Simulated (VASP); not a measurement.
**MnO: single point with LDA**

Crystal: MnO.

```
Mn O
1.0
     3.34907    0.00000    0.00000
    -1.67454    2.90038    0.00000
     0.00000    0.00000    5.34935
Mn O
2 2
Direct
  0.66667 0.33333 0.51096
  0.33333 0.66667 0.01096
  0.66667 0.33333 0.87547
  0.33333 0.66667 0.37547
```

```
Program             : VASP 6.6.1
Task                : single point
Functional          : LDA
Potentials or basis : VASP PAW LDA potentials, release 64 (Mn_pv, O)
Cutoff              : 520 eV
k mesh              : 9 × 9 × 5
Occupations         : fermi-dirac, width 0.05 eV
Spin                : collinear spin, ferromagnetic start
Starting moments    : [4.0, 4.0, 0.0, 0.0] μB
```

```yaml
Pressure: -3.8 GPa
Largest_force: 0.596 eV/Å
Net_moment: 9.64 μB per cell
Site_moments: Mn +4.24; O +0.21 μB
Valence_electrons_inside_the_program's_atomic_spheres: Mn 11.47; O 4.98
```

Forces on the atoms (eV/Å):
```
Mn   0.000  0.000 -0.596
Mn   0.000  0.000 -0.596
O    0.000  0.000  0.596
O    0.000  0.000  0.596
```

Stress tensor (GPa, compression positive):
```
-6.22  0.00  0.00
 0.00 -6.22  0.00
 0.00  0.00  1.05
```

Levels at points of the mesh, in eV from the Fermi level:
Spin up:
| k point | band 22 | band 23 | band 24 | band 25 | band 26 | band 27 |
| --- | --- | --- | --- | --- | --- | --- |
| (0.00, 0.00, 0.00) | -0.80 | 0.28 | 0.28 | 0.33 | 3.91 | 5.83 |
Spin down:
```tsv
k point	band 12	band 13	band 14	band 15	band 16	band 17
(0.00, 0.00, 0.00)	-5.06	-4.82	-4.82	-0.22	0.63	0.63
```

It took 53 s on 1 thread of Intel(R) Xeon(R) 6975P-C (Granite Rapids) (shared host), peak memory 0.2 GiB.

Caveat: semilocal functionals often make such compounds metallic where correlation or magnetic order opens a gap, which also shifts bond lengths; only a ferromagnetic start was run, and an antiferromagnetic order may lie lower in energy. With open d or f shells a metallic result of LDA can be an artefact of self-interaction; +U or a hybrid may open a gap.
